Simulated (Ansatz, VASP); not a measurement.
## GaN: VASP beside Ansatz

```
Ga N
1.0
     3.30003    0.00000    0.00000
    -1.65002    2.85791    0.00000
     0.00000    0.00000    4.75588
Ga N
2 2
Direct
  0.33333 0.66667 0.25000
  0.66667 0.33333 0.75000
  0.66667 0.33333 0.25000
  0.33333 0.66667 0.75000
```

Alike in both runs: task single point; functional PBEsol; k mesh 3 × 3 × 3; no spin polarisation.

|  | VASP | Ansatz |
| --- | --- | --- |
| version | VASP 6.6.1 | Ansatz 0.2.0 |
| potentials or method | VASP PAW PBE potentials, release 64 (Ga_d, N) | plane waves |
| plane-wave cutoff (eV) | 600 | 420 |
| occupations | gaussian, width 0.01 eV | fixed |
| valence electrons in the cell | 36 | 36 |

VASP gave:

* gap on the k mesh at the Fermi level (eV): 1.39
* pressure (GPa): -0.3
* traceless stress, the component that is largest in VASP (GPa): -2.17

**Question.** Which values does Ansatz return?

**Answer.** gap on the k mesh at the Fermi level (eV): 1.38; pressure (GPa): 0.0; traceless stress, the component that is largest in VASP (GPa): -2.67.

VASP's potentials were made for PBE, not for PBEsol.

The k mesh is coarse, so the values compare programs but aren't converged.
